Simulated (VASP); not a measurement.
# WC (P1) in VASP: a series of runs

Runs on WC. Level: PBE. Tasks: single point.

All numbers are computed with VASP 6.6.1; they aren't measurements. Logs are shortened: lines on timing, memory, paths and dates and some standing lists are left out, and cuts for length are marked.

### 1 The cell of the first run

The typed cell holds 16 atoms: a = 5.873 Å, b = 5.086 Å, c = 5.769 Å, α = 90.00°, β = 90.00°, γ = 90.00°.

### 2 Single point, PBE

INCAR

```
SYSTEM = WC
PREC = Accurate
ENCUT = 520
EDIFF = 1E-7
ISMEAR = -1
SIGMA = 0.24
LREAL = Auto
LASPH = .TRUE.
NELM = 80
ALGO = Normal
ISIF = 2
LWAVE = .FALSE.
LCHARG = .FALSE.
GGA = PE
NBANDS = 86
```

KPOINTS

```
Automatic mesh
0
G
  2 2 2
  0 0 0
```

POSCAR

```
WC
1.0
   -2.9366510000     -5.0864290000      0.0000000000
    4.4049770000     -2.5432140000      0.0000000000
    0.0000000000      0.0000000000      5.7685050000
W C
8 8
Direct
    0.7493881434      0.4943706723      0.0029643729
    0.7594589403      0.4994727229      0.5034926727
    0.4787772015     -0.0009304141      0.0198144927
    0.5255862234      0.0095717432      0.5301546935
    0.2561265410      0.4923417904     -0.0300424460
    0.2466261543      0.4921149288      0.4817712735
   -0.0056949782      0.0430821402     -0.0017682224
   -0.0019847630     -0.0039338585      0.4769693361
    0.5156734388      0.6678021065      0.2276499717
    0.5198754159      0.6822039389      0.7329108669
    0.2229009087      0.1872160006      0.2448814728
    0.2736088638      0.1472184176      0.7279355743
    0.0096235391      0.6276902185      0.2259684268
    0.0387153111      0.7260408754      0.7668191325
    0.7652783750      0.1979250982      0.2995056778
    0.7505281253      0.1861392624      0.7563831530
```

Potentials or basis: VASP PAW PBE potentials, release 64 (W_sv, C).

The run is started by

```
$ cat potpaw_PBE.64/W_sv/POTCAR potpaw_PBE.64/C/POTCAR > POTCAR
$ mpirun -np 1 vasp_std > vasp.out
```

OUTCAR:

```text
SYSTEM = WC
   PREC = Accurate
   ENCUT = 520
   EDIFF = 1E-7
   ISMEAR = -1
   LREAL = Auto
   LASPH = .TRUE.
   NELM = 80
   ISIF = 2
   GGA = PE

 ion  position               nearest neighbor table
   1  0.749  0.494  0.003-   9 2.08  13 2.11  16 2.12  10 2.27  15 2.28  14 2.48   7 2.71   2 2.88
                             2 2.89   5 2.90   3 2.98   5 2.98   3 3.02   7 3.14
   2  0.759  0.499  0.503-  15 1.93  10 2.14  16 2.16  13 2.27   9 2.31  14 2.52   4 2.85   6 2.86
                             1 2.88   1 2.89   8 2.89   8 2.92   4 2.94   6 3.01
   3  0.479  0.999  0.020-   9 2.08  12 2.20  11 2.20  10 2.32  16 2.40  15 2.54   4 2.84   5 2.84
                             7 2.86   5 2.90   4 2.96   1 2.98   1 3.02   7 3.04
   4  0.526  0.010  0.530-  12 2.00  10 2.04  16 2.06  15 2.16   9 2.46  11 2.59   8 2.79   3 2.84
                             2 2.85   2 2.94   3 2.96   6 2.96   6 3.11   8 3.11
   5  0.256  0.492  0.970-  14 2.10  13 2.18  11 2.23  12 2.25  10 2.28   9 2.31   7 2.76   6 2.82
                             3 2.84   1 2.90   3 2.90   6 2.95   1 2.98   7 3.20
   6  0.247  0.492  0.482-  11 2.07  13 2.14  12 2.26   9 2.33  10 2.37  14 2.37   5 2.82   2 2.86
                             8 2.92   8 2.95   5 2.95   4 2.96   2 3.01   4 3.11
   7  0.994  0.043  0.998-  11 2.09  14 2.11  16 2.13  12 2.32  15 2.33  13 2.49   1 2.71   5 2.76
                             8 2.77   3 2.86   8 3.02   3 3.04   1 3.14   5 3.20
   8  0.998  0.996  0.477-  15 1.99  11 2.12  14 2.18  12 2.30  13 2.37  16 2.38   7 2.77   4 2.79
                             2 2.89   6 2.92   2 2.92   6 2.95   7 3.02   4 3.11
   9  0.516  0.668  0.228-   3 2.08   1 2.08   2 2.31   5 2.31   6 2.33   4 2.46
  10  0.520  0.682  0.733-   4 2.04   2 2.14   1 2.27   5 2.28   3 2.32   6 2.37
  11  0.223  0.187  0.245-   6 2.07   7 2.09   8 2.12   3 2.20   5 2.23   4 2.59
  12  0.274  0.147  0.728-   4 2.00   3 2.20   5 2.25   6 2.26   8 2.30   7 2.32
  13  0.010  0.628  0.226-   1 2.11   6 2.14   5 2.18   2 2.27   8 2.37   7 2.49
  14  0.039  0.726  0.767-   5 2.10   7 2.11   8 2.18   6 2.37   1 2.48   2 2.52
  15  0.765  0.198  0.300-   2 1.93   8 1.99   4 2.16   1 2.28   7 2.33   3 2.54
  16  0.751  0.186  0.756-   4 2.06   1 2.12   7 2.13   2 2.16   8 2.38   3 2.40

  LATTYP: Found a simple orthorhombic cell.
 ALAT       =     5.0864289851
 B/A-ratio  =     1.1340972256
 C/A-ratio  =     1.1547005268

  Lattice vectors:

 A1 = (   4.4049770000,  -2.5432140000,   0.0000000000)
 A2 = (   0.0000000000,   0.0000000000,   5.7685050000)
 A3 = (  -2.9366510000,  -5.0864290000,   0.0000000000)

Analysis of symmetry for initial positions (statically):
=====================================================================
 Subroutine PRICEL returns:
 Original cell was already a primitive cell.

 Routine SETGRP: Setting up the symmetry group for a
 simple orthorhombic supercell.

 Subroutine GETGRP returns: Found  1 space group operations
 (whereof  1 operations were pure point group operations)
 out of a pool of  8 trial point group operations.

The static configuration has the point symmetry C_1 .

Analysis of symmetry for dynamics (positions and initial velocities):
=====================================================================
 Subroutine PRICEL returns:
 Original cell was already a primitive cell.

 Routine SETGRP: Setting up the symmetry group for a
 simple orthorhombic supercell.

 Subroutine GETGRP returns: Found  1 space group operations
 (whereof  1 operations were pure point group operations)
 out of a pool of  8 trial point group operations.

The dynamic configuration has the point symmetry C_1 .

 Subroutine INISYM returns: Found  1 space group operations
 (whereof  1 operations are pure point group operations),
 and found     1 'primitive' translations

----------------------------------------------------------------------------------------

                                     Primitive cell

  volume of cell :     172.3291

[... 42 lines left out ...]
   TEBEG  =    0.0;   TEEND  =   0.0 temperature during run
   PSTRESS=    0.0 pullay stress
   NELECT =     144.0000    total number of electrons
   NUPDOWN=      -1.0000    fix difference up-down
   EMIN   =  10.00;   EMAX   =-10.00  energy-range for DOS
   EFERMI =   0.00;   METHOD = LEGACY
   ISMEAR =    -1;   SIGMA  =   0.24  broadening in eV -4-tet -1-fermi 0-gaus
   EFERMI_NEDOS =   21; number of points for ismear=-14 and -15
   IALGO  =     38    algorithm
   IMIX   =      4    mixing-type and parameters
     AMIX     =   0.40;   BMIX     =  1.00
     AMIX_MAG =   1.60;   BMIX_MAG =  1.00
  volume/ion in A,a.u.               =      10.77        72.68
  Fermi-wavevector in a.u.,A,eV,Ry     =   1.541971  2.913902 32.350214  2.377674
  Thomas-Fermi vector in A             =   2.647841
   LORBIT       =      0    0 simple, 1 ext, 2 COOP (PROOUT), +10 PAW based schemes
   GGA     = PE    functional components
   LHFCALC =     F    Hartree Fock is set to
   AEXX    =    0.0000 exact exchange contribution
   IVDW    =     0    specifies the selected vdW correction
   LEPSILON=     F    determine dielectric tensor
   LRPA    =     F    only Hartree local field effects (RPA)
 non-spin polarized calculation
  energy-cutoff  :      520.00
  volume of cell :      172.33
 maximum number of plane-waves:      4652
 NGX is ok and might be reduce to    48
   NGX = 21   NGY = 19   NGZ = 21

 number of electron     144.0000001 magnetization

 Free energy of the ion-electron system (eV)
  ---------------------------------------------------
  ext. energy  EPLUGINS =         0.00000000
  ---------------------------------------------------
  free energy    TOTEN  =      -173.71683228 eV

  energy without entropy =     -172.76779871  energy(sigma->0) =     -173.24231550

 E-fermi :  11.0226     XC(G=0): -13.5600

 val. band max:       10.9632551649   @ k =   0.0000   0.0000   0.0000
 cond. band min:      11.0245066029   @ k =   0.0000   0.0000   0.0000
 fundamental gap:      0.0612514380
 Fermi energy:        11.0226370676

 k-point     1 :       0.0000    0.0000    0.0000
  band No.  band energies     occupation
      1     -63.4611      2.00000
      2     -63.4026      2.00000
      3     -63.3706      2.00000
      4     -63.3171      2.00000
      5     -63.3037      2.00000
      6     -63.2857      2.00000
[... 685 lines left out ...]
     83      14.2421      0.00000
     84      14.5723      0.00000
 [bands above 84 left out]

------------------------ aborting loop because EDIFF is reached ----------------------------------------

  FORCE on cell =-STRESS in cart. coord.  units (eV):
  Direction    XX          YY          ZZ          XY          YZ          ZX
  --------------------------------------------------------------------------------------
  -------------------------------------------------------------------------------------
  Total       14.4401554      4.9595478      1.1830182     -0.2284930     -1.7210944     -0.7490880
  in kB      134.2529513     46.1098864     10.9987515     -2.1243440    -16.0013516     -6.9644180
  external PRESSURE =      63.7871964 kB  Pullay stress =       0.0000000 kB

 VOLUME and BASIS-vectors are now :
 -----------------------------------------------------------------------------
  energy-cutoff  :      520.00
  volume of cell :      172.33
      direct lattice vectors                 reciprocal lattice vectors
    -2.936651000 -5.086429000  0.000000000    -0.085130968 -0.147451200  0.000000000
     4.404977000 -2.543214000  0.000000000     0.170261969 -0.098300789  0.000000000
     0.000000000  0.000000000  5.768505000     0.000000000  0.000000000  0.173355141

 POSITION                                       TOTAL-FORCE (eV/Angst)
 -----------------------------------------------------------------------------------
     -0.02300     -5.06900      0.01710         1.809633     -1.649749     -0.898366
     -0.03010     -5.13320      2.90440         2.776043     -1.912667      0.849219
      2.99488     -4.97611      0.11430        -0.760126     -2.500930     -1.678185
     -1.50130     -2.69770      3.05820        -0.072353      2.403538     -4.580093
      1.41660     -2.55490      5.59521         1.300137     -1.204299      2.394979
      1.44350     -2.50600      2.77910         1.082247     -2.415169      1.463187
[... 8 lines left out ...]
     -1.37550     -4.39590      1.72770        -1.388535      3.199737     -5.194881
     -1.38410     -4.29090      4.36320        -0.692268     -0.229186      0.338721
 -----------------------------------------------------------------------------------
    total drift:                                0.013477     -0.007115     -0.007241

  FREE ENERGIE OF THE ION-ELECTRON SYSTEM (eV)
  ---------------------------------------------------
  free  energy   TOTEN  =      -173.7168322848 eV

  energy  without entropy=     -172.7677987145  energy(sigma->0) =     -173.24231550
```

Wall time 3.1 min (1 thread of Intel Xeon Platinum 8488C (Sapphire Rapids), shared host); peak memory 0.32 GiB.

Results:

```
Free energy            : -173.7168 eV
Pressure               : 6.4 GPa
Largest force          : 6.257 eV/Å
Band gap on the k mesh : zero (band 72 reaches 11.20 eV, above the bottom of band 73 at 11.02 eV)
```

Forces in eV/Å, atoms in the order of the input:
```
W    1.810 -1.650 -0.898
W    2.776 -1.913  0.849
W   -0.760 -2.501 -1.678
W   -0.072  2.404 -4.580
W    1.300 -1.204  2.395
W    1.082 -2.415  1.463
W   -3.525  1.724 -0.554
W   -1.511 -2.347  3.590
C    0.268  1.535  1.885
C   -0.866  1.567  1.889
C   -2.381 -1.404 -0.684
C    3.347  1.039  1.547
C    2.460 -0.908  1.392
C   -1.846  3.104 -1.759
C   -1.389  3.200 -5.195
C   -0.692 -0.229  0.339
```

Levels at points of the mesh, in eV from the Fermi level:
```csv
k point,band 68,band 69,band 70,band 71,band 72,band 73,band 74,band 75,band 76,band 77
"(0.00, 0.00, 0.00)",-1.19,-0.85,-0.70,-0.28,-0.06,0.00,0.46,0.65,1.30,1.36
"(0.50, 0.00, 0.00)",-1.53,-0.96,-0.82,-0.21,0.01,0.22,0.32,0.54,0.82,1.45
"(0.00, 0.50, 0.00)",-1.60,-1.13,-0.69,-0.35,0.18,0.42,1.18,1.29,1.44,1.92
"(0.50, 0.50, 0.00)",-1.93,-1.56,-1.49,-1.25,-1.17,0.77,0.96,1.34,1.41,1.74
"(0.00, 0.00, 0.50)",-1.39,-1.20,-1.06,-0.08,0.04,0.22,0.46,0.55,0.71,2.11
"(0.50, 0.00, 0.50)",-1.49,-1.42,-1.11,-0.98,-0.91,0.10,0.19,0.50,0.70,1.98
"(0.00, 0.50, 0.50)",-1.64,-1.53,-1.22,-1.14,-0.80,0.09,0.53,0.95,1.04,1.88
"(0.50, 0.50, 0.50)",-1.78,-1.68,-1.42,-1.31,-1.00,0.58,0.75,0.93,1.35,1.44
```

Caveat: the k points lie up to 0.62 Å⁻¹ apart; spin-orbit coupling is left out, which moves the levels of the heavy elements; forces of over 1 eV/Å act on the atoms, so gaps and moduli don't describe the material at rest.

### 3 Single point, PBE

INCAR

```
SYSTEM = WC
PREC     = Accurate       ! precision mode
ENCUT    = 520            ! plane-wave cutoff, eV
EDIFF    = 1E-7           ! SCF threshold, eV
ISMEAR   = -1             ! smearing method
SIGMA    = 0.24           ! smearing width, eV
LREAL    = Auto         
LASPH    = .True.         ! aspherical terms in the spheres
NELM     = 100            ! most SCF steps
ALGO     = Normal         ! electronic algorithm
ISIF     = 2              ! what is computed and relaxed
LWAVE    = .False.        ! write WAVECAR
LCHARG   = .False.        ! write CHGCAR
GGA      = PE             ! functional
NBANDS   = 86             ! bands
```

KPOINTS

```
Automatic mesh
0
Gamma
  2 2 2
  0 0 0
```

POSCAR

```
WC
1.0
   -2.9366510000     -5.0864290000      0.0000000000
    4.4049770000     -2.5432140000      0.0000000000
    0.0000000000      0.0000000000      5.7685050000
W C
8 8
Direct
    0.7587751421      0.5168830121      0.0098465720
    0.7644175134      0.5203040686      0.4905777147
    0.4815812081      0.0085212559     -0.0091011449
    0.5331575098     -0.0107611154      0.5046888232
    0.2660943512      0.5088167867      0.0017335514
    0.2552484477      0.5108484356      0.4955876783
   -0.0064384879      0.0283298660     -0.0185663356
   -0.0042277348     -0.0033406262      0.4711272678
    0.5042892239      0.6637540794      0.2454362092
    0.4911815654      0.6400325893      0.7688993942
    0.2597149331      0.1954135329      0.2790324356
    0.2383794977      0.1662068588      0.7438842473
    0.0072899680      0.6972358974      0.2276153007
   -0.0035090149      0.6405471011      0.7280915939
    0.7328172936      0.1649789858      0.2473951223
    0.7359292014      0.1707085475      0.7455137856
```

Potentials or basis: VASP PAW PBE potentials, release 64 (W_sv, C).

The run is started by

```
$ cat potpaw_PBE.64/W_sv/POTCAR potpaw_PBE.64/C/POTCAR > POTCAR
$ mpirun -np 1 vasp_std > vasp.out
```

It took 3.3 min on 1 thread of Intel Xeon Platinum 8488C (Sapphire Rapids), shared host; peak memory 0.32 GiB.

Results (log left out):

```
Free energy            : -176.0304 eV
Pressure               : 0.6 GPa
Largest force          : 5.715 eV/Å
Band gap on the k mesh : zero (band 72 reaches 11.06 eV, above the bottom of band 73 at 11.05 eV)
```

Forces in eV/Å, atoms in the order of the input:
```
W   -1.045  1.417 -2.691
W   -1.652  3.518  0.392
W   -1.064 -1.683  1.354
W    4.155  3.727 -1.229
W    0.566  3.257 -0.346
W   -0.549 -0.084  0.893
W   -1.612  0.844  0.852
W    1.123 -2.415  3.452
C    0.987 -0.842  0.392
C    0.973 -2.864 -2.099
C   -1.764  0.906 -2.768
C   -0.224 -0.871 -0.276
C   -1.110  0.375  0.715
C    1.665 -2.040  1.580
C    0.117 -1.963 -0.940
C   -0.566 -1.283  0.717
```

Stress tensor (GPa, compression positive):
```
 0.24 -0.41  2.35
-0.41  5.73 -1.14
 2.35 -1.14 -4.17
```

Levels at points of the mesh, in eV from the Fermi level:
```csv
k point,band 69,band 70,band 71,band 72,band 73,band 74,band 75,band 76
"(0.00, 0.00, 0.00)",-0.97,-0.53,-0.48,-0.24,0.08,0.66,0.71,1.50
"(0.50, 0.00, 0.00)",-1.09,-0.88,-0.32,0.09,0.18,0.32,0.52,0.88
"(0.00, 0.50, 0.00)",-0.85,-0.80,-0.37,-0.07,0.72,1.05,1.66,1.71
"(0.50, 0.50, 0.00)",-1.69,-1.62,-1.30,-1.16,1.15,1.23,1.37,1.73
"(0.00, 0.00, 0.50)",-1.21,-1.02,-0.28,-0.04,0.35,0.52,0.68,0.91
"(0.50, 0.00, 0.50)",-1.27,-1.07,-0.97,-0.90,0.11,0.19,0.40,0.55
"(0.00, 0.50, 0.50)",-1.45,-1.32,-1.19,-1.00,0.42,0.68,0.89,1.12
"(0.50, 0.50, 0.50)",-1.61,-1.49,-1.36,-1.13,0.71,1.33,1.39,1.45
```

Caveat: the k points lie up to 0.62 Å⁻¹ apart; spin-orbit coupling is left out, which moves the levels of the heavy elements; forces of over 1 eV/Å act on the atoms, so gaps and moduli don't describe the material at rest.

### 4 Single point, PBE

INCAR

```
SYSTEM = WC
PREC     = Accurate       ! precision mode
ENCUT    = 520            ! plane-wave cutoff, eV
EDIFF    = 1E-6           ! SCF threshold, eV
ISMEAR   = -1             ! smearing method
SIGMA    = 0.24           ! smearing width, eV
LREAL    = Auto         
LASPH    = .TRUE.         ! aspherical terms in the spheres
NELM     = 60             ! most SCF steps
ALGO     = Normal         ! electronic algorithm
ISIF     = 2              ! what is computed and relaxed
LWAVE    = .FALSE.        ! write WAVECAR
LCHARG   = .FALSE.        ! write CHGCAR
GGA      = PE             ! functional
NBANDS   = 86             ! bands
```

KPOINTS

```
Automatic mesh
0
G
  2 2 2
  0 0 0
```

POSCAR

```
WC
1.0
   -2.9366510000     -5.0864290000      0.0000000000
    4.4049770000     -2.5432140000      0.0000000000
    0.0000000000      0.0000000000      5.7685050000
W C
8 8
Direct
    0.7774213560      0.5052274286     -0.0334922133
    0.7443961726      0.5019167557      0.4805924585
    0.5118923179      0.0360158719     -0.0261419553
    0.5216304712     -0.0029633197      0.4644530949
    0.2648428606      0.4992877491      0.0212533403
    0.2648099540      0.5258947813      0.5165289793
    0.0018126240     -0.0237179345     -0.0061367720
    0.0142093187      0.0151482766      0.4785295323
    0.4798969644      0.6797061370      0.2263671437
    0.5338494785      0.6866164352      0.7303798818
    0.2449998383      0.1509608382      0.2568083065
    0.2619614847      0.1982733295      0.6998000348
   -0.0034519992      0.6783378626      0.2918953871
    0.0432658783      0.6473034444      0.7509398016
    0.7726664334      0.1571975641      0.2097770566
    0.7572488442      0.1607444433      0.7485995072
```

The run is started by

```
$ cat potpaw_PBE.64/W_sv/POTCAR potpaw_PBE.64/C/POTCAR > POTCAR
$ mpirun -np 1 vasp_std > vasp.out
```

Wall time 2.8 min (1 thread of Intel Xeon Platinum 8488C (Sapphire Rapids), shared host); peak memory 0.32 GiB.

Results (log left out):

```
Free energy            : -174.4302 eV
Pressure               : 5.3 GPa
Largest force          : 4.530 eV/Å
Band gap on the k mesh : zero (band 72 reaches 11.04 eV, above the bottom of band 73 at 10.91 eV)
```

Forces on the atoms (eV/Å):
```
W    0.318  1.820  2.822
W   -1.228 -1.264  0.466
W   -2.256  2.986  0.824
W    2.167 -0.191  2.271
W    0.035  1.110 -3.466
W   -1.542  0.458 -4.061
W    1.170 -3.238 -1.590
W    0.671  1.634  3.351
C   -0.924 -2.824  1.296
C    0.480  0.799  0.567
C    0.906 -2.363 -2.651
C   -3.001  0.760  3.307
C   -1.525  0.131 -4.050
C    2.923  1.274  1.116
C    1.891  0.625  1.870
C   -0.084 -1.715 -2.070
```

Stress tensor (GPa, compression positive):
```
 4.53 -1.98  3.36
-1.98  9.96  3.12
 3.36  3.12  1.34
```

Levels at points of the mesh, in eV from the Fermi level:
```csv
k point,band 70,band 71,band 72,band 73,band 74,band 75
"(0.00, 0.00, 0.00)",-0.72,-0.40,0.00,0.08,0.65,0.81
"(0.50, 0.00, 0.00)",-0.94,-0.16,0.02,0.23,0.35,0.47
"(0.00, 0.50, 0.00)",-0.72,-0.33,0.00,0.80,0.93,1.41
"(0.50, 0.50, 0.00)",-1.46,-1.33,-1.06,0.86,1.14,1.28
"(0.00, 0.00, 0.50)",-1.18,-0.16,-0.07,0.26,0.32,0.54
"(0.50, 0.00, 0.50)",-1.20,-0.88,-0.80,-0.11,0.09,0.57
"(0.00, 0.50, 0.50)",-1.28,-1.19,-1.00,0.51,0.57,0.62
"(0.50, 0.50, 0.50)",-1.50,-1.27,-1.13,0.86,1.12,1.15
```

Caveat: the k points lie up to 0.62 Å⁻¹ apart; spin-orbit coupling is left out, which moves the levels of the heavy elements; forces of over 1 eV/Å act on the atoms, so gaps and moduli don't describe the material at rest.
